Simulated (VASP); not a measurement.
**P: single point with PBE**

P, a sheet with vacuum:

```xyz
3
Lattice="4.5622 0.0000 0.0000 -2.2811 3.9510 0.0000 0.0000 0.0000 23.8000" Properties=species:S:1:pos:R:3 pbc="T T T"
P     1.1405    1.9755    7.0000
P     0.0000    3.9510    7.0000
P    -1.1405    1.9755    7.0000
```

The cell was built from a structure type or drawn by symmetry, and may not be a known phase.

* Program: VASP 6.6.1
* Task: single point
* Functional: PBE
* Potentials or basis: VASP PAW PBE potentials, release 64 (P)
* Cutoff: 520 eV
* k mesh: 12 × 12 × 1
* Occupations: gaussian, width 0.1 eV
* Spin: no spin polarisation

The band gap on the k mesh is zero (an odd number of electrons rules out a gap without spin polarisation).

Levels at points of the mesh, in eV from the Fermi level:
| k point | band 5 | band 6 | band 7 | band 8 | band 9 | band 10 |
| --- | --- | --- | --- | --- | --- | --- |
| (0.00, 0.00, 0.00) | -4.79 | -4.40 | -4.40 | 1.50 | 1.50 | 2.27 |
| (0.50, 0.00, 0.00) | -3.41 | -2.08 | -0.09 | 0.11 | 0.96 | 1.65 |

Wall time 5.5 min on 1 thread of Intel Xeon 8259CL, on a shared host, peak memory 0.55 GiB.
